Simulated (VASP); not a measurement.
Wanted: the native input for a VASP 6.6.1 run.

* Task: single point
* Functional: PBE
* Potentials or basis: VASP PAW PBE potentials, release 64 (Si, N, O)
* Cutoff: 520 eV
* k mesh: 1 × 1 × 1
* Occupations: fermi-dirac, width 0.131 eV
* Spin: no spin polarisation
* Dipole correction: no
* Further INCAR settings: LREAL = Auto; ALGO = Normal; EDIFF = 1e-06; NBANDS = 73; ISYM = 0

The structure of Si9N8O6 lies in POSCAR:

```
Si9N8O6
1.0
    6.9494310000     -0.1483230000     -0.0508250000
   -0.1483230000      6.7490330000     -0.1619310000
   -0.0508250000     -0.1619310000      6.6115700000
Si N O
9 8 6
Direct
    0.7690831223      0.4042146246      0.6752142877
    0.2421203684      0.4456426722      0.7058875776
    0.0710268064      0.0822613732      0.5958019962
    0.6009717326      0.6011084624      0.9597910153
    0.2903305849      0.4603253943      0.2379443919
    0.5179207667      0.7325295799      0.5598356473
    0.4945601949      0.1562440656      0.4717237781
    0.9583618302      0.6490723617      0.4212700881
    0.8125279768      0.9343747903      0.1962978504
    0.1216282026      0.8956688175      0.8345600668
    0.3598950674      0.4957064330      0.9984706969
    0.7547399322      0.6934522344      0.1670076957
   -0.0031047977      0.5151100701      0.6355878388
    0.2859202450      0.1965465977      0.6297615973
    0.3569289217      0.5575413730      0.4853262001
   -0.0104041040      0.9295610922      0.4317187852
    0.1057253948      0.8207507080      0.9795598437
    0.0719193532      0.5004265032      0.2467451551
    0.5074059020      0.9238967747      0.4204065651
    0.3955417140      0.2421976417      0.2575970176
    0.5439577394      0.7801006069      0.8039924138
    0.9424137181      0.1924737184      0.7444334158
    0.7187172145      0.5967337766      0.4751076521
```

One way to write it, as run:

INCAR

```
PREC = Accurate
ENCUT = 520
EDIFF = 1E-6
ISMEAR = -1
SIGMA = 0.131
LREAL = Auto
LASPH = True
NELM = 80
ALGO = Normal
ISIF = 2
LWAVE = False
LCHARG = True
GGA = PE
LELF = True
LVHAR = True
ISYM = 0
NBANDS = 73
```

KPOINTS

```
Automatic mesh
0
Gamma
  1 1 1
```

Potentials or basis: VASP PAW PBE potentials, release 64 (Si, N, O).

Command:

```sh
$ cat potpaw_PBE.64/Si/POTCAR potpaw_PBE.64/N/POTCAR potpaw_PBE.64/O/POTCAR > POTCAR
$ mpirun -np 1 vasp_gam > vasp.out
```

Results of the run:

```json
{
  "Pressure": "2.5 GPa",
  "Largest force": "8.261 eV/Å"
}
```

Caveat: the k points lie up to 0.95 Å⁻¹ apart; the standard files for N, O and F lose accuracy on very short bonds; the atoms stand as in a frame of molecular dynamics.

It took 38 s on 1 thread of Intel(R) Xeon(R) Platinum 8559C (Emerald Rapids) (shared host), peak memory 0.33 GiB.
